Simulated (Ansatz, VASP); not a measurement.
## Two plane-wave programs on SiC

File INCAR:

```
SYSTEM = SiC
  PREC = Accurate
  ENCUT = 520
  EDIFF = 1E-6
  ISMEAR = 0
  SIGMA = 0.05
  LREAL = Auto
  LASPH = .TRUE.
  NELM = 100
  ALGO = Normal
  ISIF = 2
  LWAVE = .FALSE.
  LCHARG = .FALSE.
  LDIPOL = .TRUE.
  IDIPOL = 3
  DIPOL = 0.5 0.5 0.417
  GGA = PE
  IVDW = 12
  NBANDS = 106
```

File KPOINTS:

```
Automatic mesh
0
G
  3 2 1
  0 0 0
```

File POSCAR:

```
SiC
1.0
    6.1499993395      0.0000000000      0.0000000000
    0.0000000000      8.6974124746      0.0000000000
    0.0000000000      0.0000000000     26.5205993395
Si C
20 20
Direct
    0.2500000000      0.7500000000      0.3016523080
    0.2500000000      0.2500000000      0.3016523080
    0.7500000000      0.7500000000      0.3016523080
    0.7500000000      0.2500000000      0.3016523080
    0.5000000000      0.5000000000      0.3596261047
    0.5000000000      0.0000000000      0.3596261047
    0.0000000000      0.5000000000      0.3596261047
    0.0000000000      0.0000000000      0.3596261047
    0.7496382097      0.2455950707      0.4168003406
    0.7506725995      0.7465731058      0.4174183274
    0.2493816935      0.2458745461      0.4169493655
    0.2502881888      0.7462673130      0.4173169156
    0.0003354663     -0.0021762963      0.4778757075
   -0.0009415167      0.4991637446      0.4776562995
    0.5007983085     -0.0030395519      0.4774183378
    0.4995214385      0.5001632955      0.4776147301
    0.2469759632      0.7213990505      0.5260709973
    0.2528021113      0.2245553389      0.5242782308
    0.7469643225      0.7278236435      0.5278056063
    0.7534489811      0.2257612022      0.5237691293
    0.5000000000      0.1250000000      0.3016523080
    0.5000000000      0.6250000000      0.3016523080
    0.0000000000      0.1250000000      0.3016523080
    0.0000000000      0.6250000000      0.3016523080
    0.7500000000      0.8750000000      0.3596261047
    0.7500000000      0.3750000000      0.3596261047
    0.2500000000      0.8750000000      0.3596261047
    0.2500000000      0.3750000000      0.3596261047
    0.0005588618      0.6221351583      0.4181012454
   -0.0003919593      0.1214705349      0.4183199904
    0.5005807971      0.6227136711      0.4180667420
    0.4992609215      0.1216908074      0.4183581669
    0.2508966672      0.3762520161      0.4757272043
    0.2501035632      0.8748885682      0.4768980416
    0.7488922935      0.3765163145      0.4753449269
    0.7503282505      0.8747896574      0.4763621200
    0.5042576953      0.1244264927      0.5347516757
    0.4978498408      0.6232881048      0.5345076860
    0.0029826567      0.1279643170      0.5338035603
   -0.0041540769      0.6232879285      0.5339917726
```

Input for Ansatz:

```yaml
crystal:
  lattice:
    - [6.1499993395, 0.0, 0.0]
    - [0.0, 8.6974124746, 0.0]
    - [0.0, 0.0, 26.5205993395]
  atoms:
    - { symbol: Si, position: [0.25, 0.75, 0.301652308] }
    - { symbol: Si, position: [0.25, 0.25, 0.301652308] }
    - { symbol: Si, position: [0.75, 0.75, 0.301652308] }
    - { symbol: Si, position: [0.75, 0.25, 0.301652308] }
    - { symbol: C, position: [0.5, 0.125, 0.301652308] }
    - { symbol: C, position: [0.5, 0.625, 0.301652308] }
    - { symbol: C, position: [0.0, 0.125, 0.301652308] }
    - { symbol: C, position: [0.0, 0.625, 0.301652308] }
    - { symbol: Si, position: [0.5, 0.5, 0.3596261047] }
    - { symbol: Si, position: [0.5, 0.0, 0.3596261047] }
    - { symbol: Si, position: [0.0, 0.5, 0.3596261047] }
    - { symbol: Si, position: [0.0, 0.0, 0.3596261047] }
    - { symbol: C, position: [0.75, 0.875, 0.3596261047] }
    - { symbol: C, position: [0.75, 0.375, 0.3596261047] }
    - { symbol: C, position: [0.25, 0.875, 0.3596261047] }
    - { symbol: C, position: [0.25, 0.375, 0.3596261047] }
    - { symbol: Si, position: [0.7496382097, 0.2455950707, 0.4168003406] }
    - { symbol: Si, position: [0.7506725995, 0.7465731058, 0.4174183274] }
    - { symbol: Si, position: [0.2493816935, 0.2458745461, 0.4169493655] }
    - { symbol: Si, position: [0.2502881888, 0.746267313, 0.4173169156] }
    - { symbol: C, position: [0.0005588618, 0.6221351583, 0.4181012454] }
    - { symbol: C, position: [-0.0003919593, 0.1214705349, 0.4183199904] }
    - { symbol: C, position: [0.5005807971, 0.6227136711, 0.418066742] }
    - { symbol: C, position: [0.4992609215, 0.1216908074, 0.4183581669] }
    - { symbol: Si, position: [0.0003354663, -0.0021762963, 0.4778757075] }
    - { symbol: Si, position: [-0.0009415167, 0.4991637446, 0.4776562995] }
    - { symbol: Si, position: [0.5007983085, -0.0030395519, 0.4774183378] }
    - { symbol: Si, position: [0.4995214385, 0.5001632955, 0.4776147301] }
    - { symbol: C, position: [0.2508966672, 0.3762520161, 0.4757272043] }
    - { symbol: C, position: [0.2501035632, 0.8748885682, 0.4768980416] }
    - { symbol: C, position: [0.7488922935, 0.3765163145, 0.4753449269] }
    - { symbol: C, position: [0.7503282505, 0.8747896574, 0.47636212] }
    - { symbol: Si, position: [0.2469759632, 0.7213990505, 0.5260709973] }
    - { symbol: Si, position: [0.2528021113, 0.2245553389, 0.5242782308] }
    - { symbol: Si, position: [0.7469643225, 0.7278236435, 0.5278056063] }
    - { symbol: Si, position: [0.7534489811, 0.2257612022, 0.5237691293] }
    - { symbol: C, position: [0.5042576953, 0.1244264927, 0.5347516757] }
    - { symbol: C, position: [0.4978498408, 0.6232881048, 0.534507686] }
    - { symbol: C, position: [0.0029826567, 0.127964317, 0.5338035603] }
    - { symbol: C, position: [-0.0041540769, 0.6232879285, 0.5339917726] }
basis:
  ecutwfc: 420
kpoints:
  mp_grid: { grid: [3, 2, 1] }
hamiltonian:
  xc: pbe
  dispersion: d3bj
scf:
  occupations: { method: gaussian, width: 0.05 }
output:
  forces: true
  eigenvalues: true
  write_density: true
  volumetric_format: npy
efield:
  axis: 3
  dipole_correction: true
  ramp_width: 0.04
```

Alike in both runs: task single point; functional PBE; dispersion D3(BJ); k mesh 3 × 2 × 1; occupations gaussian, width 0.05 eV; no spin polarisation.

|  | VASP | Ansatz |
| --- | --- | --- |
| version | VASP 6.6.1 | Ansatz 0.2.0 |
| potentials or method | VASP PAW PBE potentials, release 64 (Si, C), cutoff 520 eV | scalar-relativistic, plane waves, PAW |
| valence electrons in the cell | 160 | 160 |

VASP gave:

* rms of the force components (eV/Å): 0.741

Question: Estimate Ansatz's values.

Answer: rms of the force components (eV/Å): 0.743.

The k mesh is coarse, so the values compare programs but aren't converged.
